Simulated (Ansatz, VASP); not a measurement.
# One calculation of AlP, two programs

The input INCAR:

```
ALGO = Normal
EDIFF = 1E-6
ENCUT = 500
GGA = PE
GGA_COMPAT = False
ISIF = 2
ISMEAR = 0
LASPH = True
LCHARG = False
LREAL = False
LWAVE = False
NBANDS = 11
NELM = 120
PREC = Accurate
SIGMA = 0.02
```

The input KPOINTS:

```
k-points
0
Gamma
  8 8 8
```

File POSCAR:

```
AlP
1.0
    0.0000000000      2.7538645692      2.7538645692
    2.7538645692      0.0000000000      2.7538645692
    2.7538645692      2.7538645692      0.0000000000
Al P
1 1
Direct
    0.0000000000      0.0000000000      0.0000000000
    0.7500000000      0.7500000000      0.7500000000
```

Input for Ansatz:

```yaml
crystal:
  lattice:
    - [0.0, 2.7538645692, 2.7538645692]
    - [2.7538645692, 0.0, 2.7538645692]
    - [2.7538645692, 2.7538645692, 0.0]
  atoms:
    - { symbol: Al, position: [0.0, 0.0, 0.0] }
    - { symbol: P, position: [0.75, 0.75, 0.75] }
basis:
  ecutwfc: 420
kpoints:
  mp_grid: { grid: [8, 8, 8] }
  band_path: { path: [VBM, CBM], npoints: 2 }
hamiltonian:
  xc: pbe
scf:
  occupations: { method: gaussian, width: 0.02 }
output:
  forces: true
  stress: true
  eigenvalues: true
checkpoint:
  read: start.run
  write: ck
  compress: false
  write_wavefunctions: false
  write_every: 100000
```

Alike in both runs: task single point; functional PBE; k mesh 8 × 8 × 8; occupations gaussian, width 0.02 eV; no spin polarisation.

```csv
,VASP,Ansatz
version,VASP 6.6.1,Ansatz 0.2.0
potentials or method,"VASP PAW PBE potentials, release 64 (Al, P), cutoff 500 eV","scalar-relativistic, plane waves, PAW"
valence electrons in the cell,8,8
```

```tsv
	VASP	Ansatz	Ansatz less VASP
gap on the k mesh at the Fermi level (eV)	1.63	1.63	+0.002
least direct gap on the mesh (eV)	3.08	3.09	+0.002
pressure (GPa)	-0.1	0.0	+0.09
```
